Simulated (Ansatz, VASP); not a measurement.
**CdSe in VASP and in Ansatz**

Contents of INCAR:

```
SYSTEM = CdSe
PREC = Accurate
ENCUT = 520
EDIFF = 1E-7
ISMEAR = -1
SIGMA = 0.03
LREAL = .FALSE.
LASPH = .TRUE.
NELM = 100
ALGO = Normal
ISIF = 2
LWAVE = .FALSE.
LCHARG = .TRUE.
GGA = PE
LELF = .TRUE.
LVHAR = .TRUE.
NBANDS = 16
```

The input KPOINTS:

```
regular mesh
0
G
  8 8 8
  0 0 0
```

The input POSCAR:

```
CdSe
1.0
    0.0000000000      3.0088657746      3.0702711986
    3.0088657746      0.0000000000      3.0702711986
    3.0088657746      3.0088657746      0.0000000000
Cd Se
1 1
Direct
    0.0000000000      0.0000000000      0.0000000000
    0.2500000000      0.2500000000      0.2500000000
```

Input for Ansatz:

```yaml
crystal:
  lattice:
    - [0.0, 3.0088657746, 3.0702711986]
    - [3.0088657746, 0.0, 3.0702711986]
    - [3.0088657746, 3.0088657746, 0.0]
  atoms:
    - { symbol: Cd, position: [0.0, 0.0, 0.0] }
    - { symbol: Se, position: [0.25, 0.25, 0.25] }
kpoints:
  mp_grid: { grid: [8, 8, 8] }
  band_path:
    path:
      - [0.0, 0.0, 0.0]
      - [0.5, 0.0, 0.5]
      - [0.75, 0.25, 0.5]
      - [0.5, 0.5, 0.5]
      - [0.0, 0.0, 0.0]
      - [0.5, 0.5, 0.0]
      - [0.62995, 0.62995, 0.2599]
      - [0.37005, 0.37005, 0.7401]
      - [0.0, 0.0, 0.0]
    npoints: 5
scf:
  occupations: { method: fermi_dirac, width: 0.03 }
hamiltonian:
  xc: pbe
  pseudopotentials: { kind: all_electron, lapw: { basis_error: 0.001 } }
output:
  forces: true
  stress: true
  eigenvalues: true
```

Change from the starting cell: equal xx and yy strain of -2 %.

Alike in both runs: task single point; functional PBE; k mesh 8 × 8 × 8; occupations fermi-dirac, width 0.03 eV; no spin polarisation.

|  | VASP | Ansatz |
| --- | --- | --- |
| version | VASP 6.6.1 | Ansatz 0.2.0 |
| potentials or method | VASP PAW PBE potentials, release 64 (Cd, Se), cutoff 520 eV | all-electron LAPW, scalar-relativistic |

|  | VASP | Ansatz | Ansatz less VASP |
| --- | --- | --- | --- |
| pressure (GPa) | 3.9 | 3.5 | -0.31 |
| traceless stress, the component that is largest in VASP (GPa) | -0.19 | -0.20 | -0.004 |

Ansatz ran all-electron here, and VASP with PAW potentials.
